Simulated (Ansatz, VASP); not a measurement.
**In3GaAs4 in VASP and in Ansatz**

```
CELL_PARAMETERS angstrom
6.19656 0.00000 0.00000
0.00000 6.19656 0.00000
0.00000 0.00000 6.19656
ATOMIC_POSITIONS crystal
In 0.50000 0.00000 0.00000
In 0.00000 0.00000 0.50000
In 0.00000 0.50000 0.00000
Ga 0.50000 0.50000 0.50000
As 0.25950 0.74050 0.25950
As 0.25950 0.25950 0.74050
As 0.74050 0.74050 0.74050
As 0.74050 0.25950 0.25950
```

Alike in both runs: functional PBE; k mesh 6 × 6 × 6; occupations gaussian, width 0.1 eV; no spin polarisation.

Ansatz relaxed the structure, and its values are those at the end. VASP's run is a single point on that final structure, the one shown.

```csv
,VASP,Ansatz
version,VASP 6.6.1,Ansatz 0.2.0
potentials or method,"VASP PAW PBE potentials, release 64 (In_d, Ga_d, As), cutoff 520 eV","scalar-relativistic, plane waves, PAW"
valence electrons in the cell,72,112
```

Ansatz gave:

* gap on the k mesh at the Fermi level (eV): none
* pressure (GPa): -2.6
* rms of the force components (eV/Å): 0.006

Task: Which values does VASP return?

Result: gap on the k mesh at the Fermi level (eV): none; pressure (GPa): -2.5; rms of the force components (eV/Å): 0.004.

A gap of «none» marks a metal or a gap that the smearing closes. VASP's potentials hold 72 valence electrons a cell and Ansatz's 112, so a difference there can come from the potentials and not from the codes. Ansatz's warnings: stress scf threshold loose.
